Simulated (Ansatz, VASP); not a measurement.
## Zn: VASP beside Ansatz

```
Zn
1.0
     2.67000    0.00000    0.00000
    -1.33500    2.31229    0.00000
     0.00000    0.00000    4.96600
Zn
2
Direct
  0.66667 0.33333 0.75000
  0.33333 0.66667 0.25000
```

Alike in both runs: task relaxation of cell and atoms; functional PBE; k mesh 11 × 11 × 6; occupations fermi-dirac, width 0.05 eV; no spin polarisation.

```csv
,VASP,Ansatz
version,VASP 6.6.1,Ansatz 0.2.0
potentials or method,"VASP PAW PBE potentials, release 64 (Zn)",Ansatz PAW
plane-wave cutoff (eV),600,420
valence electrons in the cell,24,24
```

VASP gave:

| Property | Result |
| --- | --- |
| gap on the k mesh at the Fermi level, each at its own relaxed structure (eV) | none |
| relaxed volume (Å³/atom) | 15.08 |
| relaxed cell length with the largest relative difference (Å) | 4.788 |

Task: Which values does Ansatz return?

Result: gap on the k mesh at the Fermi level, each at its own relaxed structure (eV): none; relaxed volume (Å³/atom): 15.01; relaxed cell length with the largest relative difference (Å): 4.779.

A gap of «none» marks a metal or a gap that the smearing closes.

Noted on Ansatz's run: the plane-wave basis is chosen anew once the cell has moved, so the energies of steps on either side of that aren't comparable.
